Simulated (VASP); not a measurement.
# TiTe2 (P-3m1) in VASP: further runs

The runs below take TiTe2 through relaxation of cell and atoms, with PBE.

Everything below comes from runs of VASP 6.6.1. Logs are shortened: lines on timing, memory, paths and dates and some standing lists are left out, and cuts for length are marked.

## Step 1: The cell of the first run

It takes space group P-3m1 (No. 164, trigonal). The conventional cell has a = 3.777 Å, b = 3.777 Å, c = 6.498 Å, α = 90.00°, β = 90.00°, γ = 120.00°. Te (site symmetry 3m) has 3 Ti at 2.77 Å within 3.7 Å. Ti (site symmetry -3m) has 6 Te at 2.77 Å within 3.7 Å.

## Step 2: Relaxation of cell and atoms, PBE, target pressure 5 GPa, at which the enthalpy is minimised

Input file INCAR:

```
PREC     = Accurate       # precision mode
ENCUT    = 600            # plane-wave cutoff, eV
EDIFF    = 1E-6           # SCF threshold, eV
ISMEAR   = -1             # smearing method
SIGMA    = 0.05           # smearing width, eV
LREAL    = False          # projectors in reciprocal space
LASPH    = True           # aspherical terms in the spheres
NELM     = 60             # most SCF steps
ALGO     = Normal         # electronic algorithm
ISIF     = 3              # what is computed and relaxed
LWAVE    = False          # write WAVECAR
LCHARG   = False          # write CHGCAR
GGA      = PE             # functional
IBRION   = 2              # ionic algorithm
NSW      = 60             # ionic steps
EDIFFG   = -0.01          # ionic threshold
PSTRESS  = 50.0
```

Input file KPOINTS:

```
regular mesh
0
Gamma
  8 8 4
```

Input file POSCAR:

```
TiTe2
1.0
    3.7770000000      0.0000000000      0.0000000000
   -1.8885000000      3.2709779501      0.0000000000
    0.0000000000      0.0000000000      6.4980000000
Te Ti
2 1
Direct
    0.3333333333      0.6666666667      0.7372000000
    0.6666666667      0.3333333333      0.2628000000
    0.0000000000      0.0000000000      0.0000000000
```

Potentials or basis: VASP PAW PBE potentials, release 64 (Te, Ti_sv).

Started as:

```console
$ cat potpaw_PBE.64/Te/POTCAR potpaw_PBE.64/Ti_sv/POTCAR > POTCAR
$ mpirun -np 1 vasp_std > vasp.out
```

OUTCAR:

```text
PREC = Accurate
   ENCUT = 600
   EDIFF = 1E-6
   ISMEAR = -1
   LREAL = False
   LASPH = True
   NELM = 60
   ISIF = 3
   GGA = PE
   IBRION = 2
   NSW = 60
   EDIFFG = -0.01
   PSTRESS = 50.0

 ion  position               nearest neighbor table
   1  0.333  0.667  0.737-   3 2.77   3 2.77   3 2.77
   2  0.667  0.333  0.263-   3 2.77   3 2.77   3 2.77
   3  0.000  0.000  0.000-   1 2.77   2 2.77   2 2.77   1 2.77   2 2.77   1 2.77

  LATTYP: Found a hexagonal cell.
 ALAT       =     3.7770000000
 C/A-ratio  =     1.7204130262

  Lattice vectors:

 A1 = (   3.7770000000,   0.0000000000,   0.0000000000)
 A2 = (  -1.8885000000,   3.2709779501,   0.0000000000)
 A3 = (   0.0000000000,   0.0000000000,   6.4980000000)

Analysis of symmetry for initial positions (statically):
=====================================================================
 Subroutine PRICEL returns:
 Original cell was already a primitive cell.

 Routine SETGRP: Setting up the symmetry group for a
 hexagonal supercell.

 Subroutine GETGRP returns: Found 12 space group operations
 (whereof 12 operations were pure point group operations)
 out of a pool of 24 trial point group operations.

The static configuration has the point symmetry D_3d.

Analysis of symmetry for dynamics (positions and initial velocities):
=====================================================================
 Subroutine PRICEL returns:
 Original cell was already a primitive cell.

 Routine SETGRP: Setting up the symmetry group for a
 hexagonal supercell.

 Subroutine GETGRP returns: Found 12 space group operations
 (whereof 12 operations were pure point group operations)
 out of a pool of 24 trial point group operations.

The dynamic configuration has the point symmetry D_3d.

 Subroutine INISYM returns: Found 12 space group operations
 (whereof 12 operations are pure point group operations),
 and found     1 'primitive' translations

----------------------------------------------------------------------------------------

                                     Primitive cell

  volume of cell :      80.2794

  direct lattice vectors                    reciprocal lattice vectors
     3.777000000  0.000000000  0.000000000     0.264760392  0.152859484  0.000000000
    -1.888500000  3.270977950  0.000000000     0.000000000  0.305718967  0.000000000
     0.000000000  0.000000000  6.498000000     0.000000000  0.000000000  0.153893506

  length of vectors
     3.777000000  3.777000000  6.498000000     0.305718967  0.305718967  0.153893506

  position of ions in fractional coordinates (direct lattice)
     0.333333333  0.666666667  0.737200000
     0.666666667  0.333333333  0.262800000
     0.000000000  0.000000000  0.000000000

  ion indices of the primitive-cell ions
   primitive index   ion index
                 1           1
                 2           2
                 3           3

----------------------------------------------------------------------------------------

 KPOINTS: regular mesh

Automatic generation of k-mesh.
 Grid dimensions read from file:
 generate k-points for:    8    8    4

 Generating k-lattice:

  Cartesian coordinates                     Fractional coordinates (reciprocal lattice)
     0.033095049  0.019107435  0.000000000     0.125000000 -0.000000000  0.000000000
     0.000000000  0.038214871  0.000000000     0.000000000  0.125000000  0.000000000
     0.000000000  0.000000000  0.038473376     0.000000000  0.000000000  0.250000000

  Length of vectors
     0.038214871  0.038214871  0.038473376

  Shift w.r.t. Gamma in fractional coordinates (k-lattice)
     0.000000000  0.000000000  0.000000000

 Subroutine IBZKPT returns following result:
 ===========================================

 Found     35 irreducible k-points:

 Following reciprocal coordinates:
            Coordinates               Weight
  0.000000  0.000000  0.000000      1.000000
  0.125000  0.000000  0.000000      6.000000
  0.250000  0.000000  0.000000      6.000000
  0.375000  0.000000  0.000000      6.000000
  0.500000  0.000000  0.000000      3.000000
  0.125000  0.125000  0.000000      6.000000
[... 16 lines left out ...]
 -0.125000  0.500000  0.250000     12.000000
  0.250000  0.250000  0.250000     12.000000
 [... further k-points ...]
   k-points           NKPTS =     35   k-points in BZ     NKDIM =     35   number of bands    NBANDS=     16
   number of dos      NEDOS =    301   number of ions     NIONS =      3
   total plane-waves  NPLWV =  48600
   dimension x,y,z NGX =    30 NGY =   30 NGZ =   54
   dimension x,y,z NGXF=    60 NGYF=   60 NGZF=  108
   ions per type =               2   1
   NGX,Y,Z   is equivalent  to a cutoff of  13.20, 13.20, 13.82 a.u.
   NGXF,Y,Z  is equivalent  to a cutoff of  26.41, 26.41, 27.63 a.u.
 SYSTEM =  unknown system
   PREC   = accura    normal or accurate (medium, high low for compatibility)
   ISTART =      0    job   : 0-new  1-cont  2-samecut
   ICHARG =      2    charge: 1-file 2-atom 10-const
   ISPIN  =      1    spin polarized calculation?
   LNONCOLLINEAR =      F non collinear calculations
   LSORBIT =      F    spin-orbit coupling
   LASPH  =      T    aspherical Exc in radial PAW
   ENCUT  =  600.0 eV  44.10 Ry    6.64 a.u.   7.54  7.54 12.98*2*pi/ulx,y,z
   NELM   =     60;   NELMIN=  2; NELMDL= -5     # of ELM steps
   EDIFF  = 0.1E-05   stopping-criterion for ELM
   LREAL  =      F    real-space projection
   EDIFFG = -.1E-01   stopping-criterion for IOM
   NSW    =     60    number of steps for IOM
   IBRION =      2    ionic relax: 0-MD 1-quasi-New 2-CG
   NFREE  =      1    steps in history (QN), initial steepest desc. (CG)
   ISIF   =      3    stress and relaxation
   ISYM   =      2    0-nonsym 1-usesym 2-fastsym
   POTIM  = 0.5000    time-step for ionic-motion
   TEBEG  =    0.0;   TEEND  =   0.0 temperature during run
   PSTRESS=   50.0 pullay stress
   NELECT =      24.0000    total number of electrons
   NUPDOWN=      -1.0000    fix difference up-down
   EMIN   =  10.00;   EMAX   =-10.00  energy-range for DOS
   EFERMI =   0.00;   METHOD = LEGACY
   ISMEAR =    -1;   SIGMA  =   0.05  broadening in eV -4-tet -1-fermi 0-gaus
   EFERMI_NEDOS =   21; number of points for ismear=-14 and -15
   IALGO  =     38    algorithm
   IMIX   =      4    mixing-type and parameters
     AMIX     =   0.40;   BMIX     =  1.00
     AMIX_MAG =   1.60;   BMIX_MAG =  1.00
  volume/ion in A,a.u.               =      26.76       180.58
  Fermi-wavevector in a.u.,A,eV,Ry     =   1.094655  2.068597 16.303438  1.198269
  Thomas-Fermi vector in A             =   2.230964
   LORBIT       =      0    0 simple, 1 ext, 2 COOP (PROOUT), +10 PAW based schemes
   GGA     = PE    functional components
   LHFCALC =     F    Hartree Fock is set to
   AEXX    =    0.0000 exact exchange contribution
   IVDW    =     0    specifies the selected vdW correction
   LEPSILON=     F    determine dielectric tensor
   LRPA    =     F    only Hartree local field effects (RPA)
 conjugate gradient relaxation of ions
 non-spin polarized calculation
  energy-cutoff  :      600.00
  volume of cell :       80.28
 maximum number of plane-waves:      2714
   NGX = 15   NGY = 15   NGZ = 25

--------------------------------------- Ionic step        1  -------------------------------------------

 number of electron      24.0000002 magnetization

 Free energy of the ion-electron system (eV)
  ---------------------------------------------------
  ext. energy  EPLUGINS =         0.00000000
  ---------------------------------------------------
  free energy    TOTEN  =       -16.21538376 eV

  energy without entropy =      -16.20394682  energy(sigma->0) =      -16.20966529

 E-fermi :   6.8080     XC(G=0):  -9.8601

 val. band max:        6.7891174048   @ k =   0.1250   0.0000   0.2500
 cond. band min:       6.8395422088   @ k =   0.5000   0.0000   0.0000
 fundamental gap:      0.0504248040
 Fermi energy:         6.8079583278

 k-point     1 :       0.0000    0.0000    0.0000
  band No.  band energies     occupation
      1     -50.6634      2.00000
      2     -26.9203      2.00000
      3     -26.9203      2.00000
      4     -26.8839      2.00000
      5      -5.5824      2.00000
      6      -4.0797      2.00000
[... 433 lines left out ...]
      3     -26.9379      2.00000
      4     -26.8742      2.00000
      5      -3.9109      2.00000
      6      -3.5617      2.00000
[... 8 lines left out ...]
     15       8.1368      0.00000
     16       8.8963      0.00000

 [... further k-points ...]

------------------------ aborting loop because EDIFF is reached ----------------------------------------

  FORCE on cell =-STRESS in cart. coord.  units (eV):
  Direction    XX          YY          ZZ          XY          YZ          ZX
  --------------------------------------------------------------------------------------
  -------------------------------------------------------------------------------------
  Total        0.3509150      0.3509150      0.6393181      0.0000000      0.0000000      0.0000000
  in kB        7.0033885      7.0033885     12.7591952      0.0000000      0.0000000      0.0000000
  external PRESSURE =     -41.0780093 kB  Pullay stress =      50.0000000 kB
[... 100 lines left out ...]
  energy  without entropy=      -16.1256145091  energy(sigma->0) =      -16.13127295

  enthalpy is  TOTEN    =       -13.7701105552 eV   P V=        2.3668208312

[... ionic steps 4 to 8 ...]

--------------------------------------- Ionic step        9  -------------------------------------------

 number of electron      23.9999996 magnetization

------------------------ aborting loop because EDIFF is reached ----------------------------------------
[... 73 lines left out ...]
--------------------------------------- Ionic step       11  -------------------------------------------

 number of electron      23.9999996 magnetization

 Free energy of the ion-electron system (eV)
  ---------------------------------------------------
  ext. energy  EPLUGINS =         0.00000000
  ---------------------------------------------------
  free energy    TOTEN  =       -16.09650081 eV

  energy without entropy =      -16.08563170  energy(sigma->0) =      -16.09106625

 E-fermi :   7.9949     XC(G=0): -10.3330

 val. band max:        7.9537608682   @ k =   0.5000   0.0000   0.0000
 cond. band min:       8.0132505818   @ k =   0.3750   0.0000   0.0000
 fundamental gap:      0.0594897136
 Fermi energy:         7.9949273075

 k-point     1 :       0.0000    0.0000    0.0000
  band No.  band energies     occupation
      1     -49.3071      2.00000
      2     -25.5742      2.00000
      3     -25.5742      2.00000
      4     -25.5517      2.00000
      5      -4.9588      2.00000
      6      -3.0800      2.00000
[... 433 lines left out ...]
      3     -25.5990      2.00000
      4     -25.5377      2.00000
      5      -2.9975      2.00000
      6      -2.4758      2.00000
[... 8 lines left out ...]
     15       9.5560      0.00000
     16      10.2006      0.00000

 [... further k-points ...]

------------------------ aborting loop because EDIFF is reached ----------------------------------------

  FORCE on cell =-STRESS in cart. coord.  units (eV):
  Direction    XX          YY          ZZ          XY          YZ          ZX
  --------------------------------------------------------------------------------------
  -------------------------------------------------------------------------------------
  Total        2.2733519      2.2733519      2.2942008      0.0000000     -0.0000000      0.0000000
  in kB       49.7691595     49.7691595     50.2255927      0.0000000     -0.0000000      0.0000000
  external PRESSURE =      -0.0786961 kB  Pullay stress =      50.0000000 kB
[... 22 lines left out ...]
  energy  without entropy=      -16.0856316967  energy(sigma->0) =      -16.09106625

  enthalpy is  TOTEN    =       -13.8126046096 eV   P V=        2.2838962033

 reached required accuracy - stopping structural energy minimisation
```

Run time: 3.9 min. Hardware: 1 thread of Intel Xeon 6975P-C (Granite Rapids), shared host; peak memory 0.26 GiB.

What came out:

- Free energy: -16.0965 eV
- Relaxed volume: 24.39 Å³/atom
- Relaxed cell: a = 3.670 Å, b = 3.670 Å, c = 6.276 Å, α = 90.00°, β = 90.00°, γ = 120.00°
- Space group after relaxing (to 0.05 Å): P-3m1 (No. 164)
- Energy change on relaxing (the enthalpy is what falls): +39.6 meV/atom
- Ionic steps: 11
- Pressure after relaxing: 5.0 GPa
- Largest force after relaxing: 0.005 eV/Å
- Band gap on the k mesh: zero (band 12 reaches 8.47 eV, above the bottom of band 13 at 7.61 eV)

Forces on the atoms (eV/Å):
```
Te   0.000  0.000 -0.005
Te   0.000  0.000  0.005
Ti   0.000  0.000  0.000
```

The path:
```csv
step,energy change (eV),largest force (eV/Å),pressure (GPa),volume (Å³)
1,0.0000,0.0218,0.89,80.28
2,0.2184,0.9599,8.96,72.57
3,0.0785,0.5246,5.05,75.84
4,0.0841,0.3603,5.03,74.97
5,0.1133,0.0770,5.08,73.58
6,0.1082,0.0280,4.83,73.60
7,0.1056,0.0339,4.53,73.63
8,0.1423,0.0892,5.81,72.51
9,0.1168,0.0080,4.95,73.25
10,0.1171,0.0089,4.96,73.24
11,0.1189,0.0050,4.99,73.18
```

Final structure:
```
CELL_PARAMETERS angstrom
3.66951 0.00000 0.00000
-1.83476 3.17789 0.00000
0.00000 0.00000 6.27581
ATOMIC_POSITIONS crystal
Te 0.33333 0.66667 0.72456
Te 0.66667 0.33333 0.27544
Ti 0.00000 0.00000 0.00000
```

Levels at points of the mesh, in eV from the Fermi level:
```csv
k point,band 8,band 9,band 10,band 11,band 12,band 13,band 14,band 15,band 16
"(0.00, 0.00, 0.00)",-1.60,-1.60,0.24,0.48,0.48,0.92,1.37,1.37,3.11
"(0.50, 0.00, 0.00)",-4.00,-3.03,-2.56,-1.70,-1.23,-0.04,1.35,1.72,2.47
"(0.00, 0.00, 0.50)",-3.14,-1.49,-1.49,0.46,0.46,0.86,0.86,1.18,3.79
"(0.50, 0.00, 0.50)",-5.11,-2.63,-2.15,-0.83,-0.42,-0.38,1.35,1.71,2.58
```

Caveat: the cell is relaxed towards a set pressure, so the enthalpy falls and the energy may rise; spin-orbit coupling is left out, which moves the levels of the heavy elements; this functional lacks dispersion, which binds the layers, so the pressure and a relaxed spacing across them are unreliable.

[end of part 1 of 2]
